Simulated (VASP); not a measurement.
# Zn: single point with PBEsol

Crystal: Zn.

```
Zn
1.0
     4.28035    0.00000    0.00000
    -2.14018    3.70689    0.00000
     0.00000    0.00000    4.66679
Zn
4
Direct
  0.00000 0.00000 0.25000
  0.00000 0.00000 0.75000
  0.33333 0.66667 0.75000
  0.66667 0.33333 0.25000
```

```yaml
Program: VASP 6.6.1
Task: single point
Functional: PBEsol
Potentials_or_basis: VASP PAW PBE potentials, release 64 (Zn)
Cutoff: 520 eV
k_mesh: 12 × 12 × 10
Occupations: gaussian, width 0.1 eV
Spin: no spin polarisation
Dipole_correction: no
Further_INCAR_settings: ALGO = Fast; EDIFF = 1e-06; NBANDS = 32
```

| Property | Result |
| --- | --- |
| Pressure | 0.3 GPa |
| Band gap on the k mesh | zero (bands 24 and 25 overlap by 4.91 eV) |

Levels at points of the mesh, in eV from the Fermi level:
| k point | band 20 | band 21 | band 22 | band 23 | band 24 | band 25 | band 26 | band 27 | band 28 | band 29 |
| --- | --- | --- | --- | --- | --- | --- | --- | --- | --- | --- |
| (0.00, 0.00, 0.00) | -6.76 | -6.50 | -1.83 | -1.34 | 1.76 | 1.76 | 2.98 | 3.43 | 3.43 | 5.25 |
| (0.50, 0.00, 0.00) | -6.50 | -5.79 | -5.29 | -0.75 | -0.20 | 0.38 | 1.16 | 2.77 | 3.30 | 4.98 |
| (0.00, 0.00, 0.50) | -6.82 | -6.55 | -6.55 | 3.28 | 3.28 | 3.28 | 3.28 | 4.01 | 4.01 | 5.60 |
| (0.50, 0.00, 0.50) | -6.69 | -4.52 | -4.52 | -3.38 | -3.38 | 1.33 | 1.33 | 2.83 | 2.83 | 8.90 |

It took 3.9 min on 1 thread of Intel Xeon 8259CL, on a shared host, peak memory 0.32 GiB.

Caveat: the PAW data sets were made with another functional, which shifts forces and pressure a little.
